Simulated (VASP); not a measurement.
A run of VASP 6.6.1:

The input INCAR:

```
SYSTEM = MoS2
ALGO = Fast
EDIFF = 1E-6
ENCUT = 520
GGA = PS
ISIF = 2
ISMEAR = 0
IVDW = 12
LASPH = .TRUE.
LCHARG = .FALSE.
LREAL = .FALSE.
LWAVE = .FALSE.
NBANDS = 49
NELM = 80
PREC = Accurate
SIGMA = 0.15
```

KPOINTS

```
k-points
0
G
  14 14 3
  0 0 0
```

The input POSCAR:

```
MoS2
1.0
   -3.0798097231      0.0000000000      0.0000000000
   -1.5399048616     -2.6671934590      0.0000000000
   -2.7718287508     -1.6003160754     17.7411508765
Mo S
3 6
Direct
    0.5686590866      0.5686590866      0.1633459667
    0.5098836780     -0.4901163220      0.8168605366
    0.0392713823      0.0392713823      0.4901032517
    0.1221093191      0.1221093191      0.9075955793
    0.6514970234     -0.3485029766      0.5808382944
    0.1808847277      0.1808847277      0.2540810095
    0.4270457413      0.4270457413      0.3993682090
    0.9564334456     -0.0435665544      0.0726109240
   -0.1023419630     -0.1023419630      0.7261254939
```

Potentials or basis: VASP PAW PBE potentials, release 64 (Mo_sv, S).

Command:

```sh
$ cat potpaw_PBE.64/Mo_sv/POTCAR potpaw_PBE.64/S/POTCAR > POTCAR
$ mpirun -np 1 vasp_std > vasp.out
```

Hardware: 1 thread of Oxide Virtual Turin-like Processor, with other jobs on the host.

Problem. Estimate the wall time of this run.

Solution. Run time: 26 min on 1 thread of Oxide Virtual Turin-like Processor, on a shared host, peak memory 0.84 GiB. Counts: scf iterations 17, k points 162.
